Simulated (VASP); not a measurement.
Set up this calculation in VASP 6.6.1, as the native input.

| Property | Result |
| --- | --- |
| Task | single point |
| Functional | r2SCAN |
| Potentials or basis | VASP PAW PBE potentials, release 64 (Ti_sv, I) |
| Cutoff | 520 eV |
| k mesh | 10 × 10 × 5 |
| Occupations | fermi-dirac, width 0.1 eV |
| Spin | no spin polarisation |
| Dipole correction | no |
| Further INCAR settings | ALGO = Normal; EDIFF = 1e-06; NBANDS = 27 |

Crystal: TiI.

```
CELL_PARAMETERS angstrom
3.81574 0.00000 0.00000
-1.90787 3.30453 0.00000
0.00000 0.00000 7.46966
ATOMIC_POSITIONS crystal
Ti 0.33330 0.66670 0.25000
Ti 0.66660 0.33330 0.75000
I 0.00000 0.00000 0.00000
I 0.00000 0.00000 0.50000
```

One way to write it, as run:

POSCAR

```
TiI
1.0
    3.8157360000      0.0000000000      0.0000000000
   -1.9078680000      3.3045280000      0.0000000000
    0.0000000000      0.0000000000      7.4696610000
Ti I
2 2
Direct
    0.3333000000      0.6667000000      0.2500000000
    0.6666000000      0.3333000000      0.7500000000
    0.0000000000      0.0000000000      0.0000000000
    0.0000000000      0.0000000000      0.5000000000
```

INCAR.step1

```
SYSTEM = TiI
  ALGO = Normal
  EDIFF = 1E-4
  ENCUT = 520
  GGA = PE
  ISMEAR = -1
  LASPH = .True.
  LCHARG = .False.
  LREAL = .False.
  LWAVE = .True.
  NBANDS = 27
  NELM = 80
  PREC = Accurate
  SIGMA = 0.1
```

INCAR.step2

```
SYSTEM = TiI
  ALGO = Normal
  EDIFF = 1E-6
  ENCUT = 520
  ISIF = 2
  ISMEAR = -1
  ISTART = 1
  LASPH = .True.
  LCHARG = .False.
  LMIXTAU = .True.
  LREAL = .False.
  LWAVE = .False.
  METAGGA = R2SCAN
  NBANDS = 27
  NELM = 80
  PREC = Accurate
  SIGMA = 0.1
```

KPOINTS

```
k-points
0
Gamma
  10 10 5
  0 0 0
```

Potentials or basis: VASP PAW PBE potentials, release 64 (Ti_sv, I).

Command:

```bash
$ cat potpaw_PBE.64/Ti_sv/POTCAR potpaw_PBE.64/I/POTCAR > POTCAR
$ cp INCAR.step1 INCAR
$ mpirun -np 1 vasp_std > vasp.out
$ cp INCAR.step2 INCAR
$ mpirun -np 1 vasp_std > vasp.out
```

It gave:

```
Pressure               : -0.9 GPa
Band gap on the k mesh : zero (bands 19 and 20 overlap by 0.56 eV)
```

Caveat: the PAW data sets were made with another functional, which shifts forces and pressure a little; spin-orbit coupling is left out, which moves the levels of the heavy elements; semilocal functionals often make such compounds metallic where correlation or magnetic order opens a gap, which also shifts bond lengths.

It took 7.9 min on 1 thread of Intel(R) Xeon(R) Platinum 8488C (Sapphire Rapids) (shared host), peak memory 0.35 GiB.
